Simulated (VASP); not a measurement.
The system is Sc2B5F.

```
Sc B F
1.0
     4.92456    0.00000    0.00000
     0.00000    4.92456    0.00000
     0.00000    0.00000    3.42571
Sc B F
2 5 1
Direct
  0.00000 0.50000 0.50000
  0.50000 0.00000 0.50000
  0.00000 0.00000 0.50000
  0.77948 0.77948 0.00000
  0.22052 0.77948 0.00000
  0.22052 0.22052 0.00000
  0.77948 0.22052 0.00000
  0.00000 0.00000 0.00000
```

| Quantity | Value |
| --- | --- |
| Program | VASP 6.6.1 |
| Task | relaxation of cell and atoms |
| Functional | PBE |
| Potentials or basis | VASP PAW PBE potentials, release 64 (Sc_sv, B, F) |
| Cutoff | 600 eV |
| k mesh | 4 × 4 × 6 |
| Occupations | gaussian, width 0.1 eV |
| Spin | no spin polarisation |

At the start: pressure 33.7 GPa; volume 10.38 Å³/atom.

Question: How do energy, volume and symmetry change on relaxing?

Answer: Over 25 steps the energy falls by 1175.4 meV/atom and the volume is 11.78 Å³/atom (+13.4 %); space group P4/mmm (No. 123, to 0.05 Å).

The path:
```csv
step,energy change (eV),largest force (eV/Å),pressure (GPa),volume (Å³)
1,0.0000,3.8851,33.73,83.08
2,-2.5352,0.7239,-10.37,112.23
3,-2.7488,1.0671,-3.95,103.94
4,-3.0669,1.1749,-2.72,100.71
5,-4.1584,2.2512,2.51,91.39
6,-6.8994,2.4008,35.62,74.44
7,-6.9419,2.1117,36.63,74.27
8,-6.9907,1.0942,40.03,73.75
9,-7.0653,1.0637,39.13,74.03
10,-7.2800,0.9744,36.54,74.86
11,-7.6698,0.8140,31.68,76.53
12,-8.3042,0.5443,23.11,79.96
13,-9.0625,0.0838,10.03,87.12
14,-9.0009,1.3239,-4.80,102.68
15,-9.2486,0.7911,1.07,94.84
16,-9.2523,0.7245,1.93,93.94
17,-9.2878,0.3727,0.94,94.25
18,-9.3192,0.2893,-0.95,94.87
19,-9.3193,0.3400,-1.10,94.92
20,-9.3335,0.3225,-0.91,94.75
21,-9.3675,0.2701,-0.31,94.23
22,-9.3960,0.1523,1.06,93.12
23,-9.3961,0.1428,1.16,93.04
24,-9.4021,0.0393,0.50,93.76
25,-9.4032,0.0276,0.09,94.23
```

Final structure:
```
Sc B F
1.0
     5.14590    0.00000    0.00000
     0.00000    5.14590    0.00000
     0.00000    0.00000    3.55857
Sc B F
2 5 1
Direct
  0.00000 0.50000 0.50000
  0.50000 0.00000 0.50000
  0.00000 0.00000 0.50000
  0.65882 0.65882 0.00000
  0.34118 0.65882 0.00000
  0.34118 0.34118 0.00000
  0.65882 0.34118 0.00000
  0.00000 0.00000 0.00000
```
